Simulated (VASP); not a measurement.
Crystal: W.

```
CELL_PARAMETERS angstrom
-1.61026 1.61026 1.61026
1.61026 -1.61026 1.61026
1.61026 1.61026 -1.61026
ATOMIC_POSITIONS crystal
W 0.00000 0.00000 0.00000
```

- Program: VASP 6.6.1
- Task: relaxation of cell and atoms
- Functional: RPBE
- Potentials or basis: VASP PAW PBE potentials, release 64 (W_sv)
- Cutoff: 600 eV
- k mesh: 14 × 14 × 14
- Occupations: tetrahedron
- Spin: no spin polarisation

At the start: pressure -5.4 GPa; volume 16.70 Å³/atom.

Where does the relaxation end?

Over 4 steps the energy falls by 5.9 meV/atom and the volume is 16.39 Å³/atom (-1.9 %); space group Im-3m (No. 229, to 0.05 Å).

The path:
| step | energy change (eV) | largest force (eV/Å) | pressure (GPa) | volume (Å³) |
| --- | --- | --- | --- | --- |
| 1 | 0.0000 | 0.0000 | -5.45 | 16.70 |
| 2 | 0.0564 | 0.0000 | 21.67 | 15.37 |
| 3 | -0.0059 | 0.0000 | 0.28 | 16.37 |
| 4 | -0.0059 | 0.0000 | -0.01 | 16.39 |

Final structure:
```yaml
crystal:
  lattice:
    - [-1.60004, 1.60004, 1.60004]
    - [1.60004, -1.60004, 1.60004]
    - [1.60004, 1.60004, -1.60004]
  atoms:
    - { symbol: W, position: [0.00000, 0.00000, 0.00000] }
```

Caveat: the PAW data sets were made with another functional, which shifts forces and pressure a little; tetrahedron occupations give inexact forces and stress in metals.
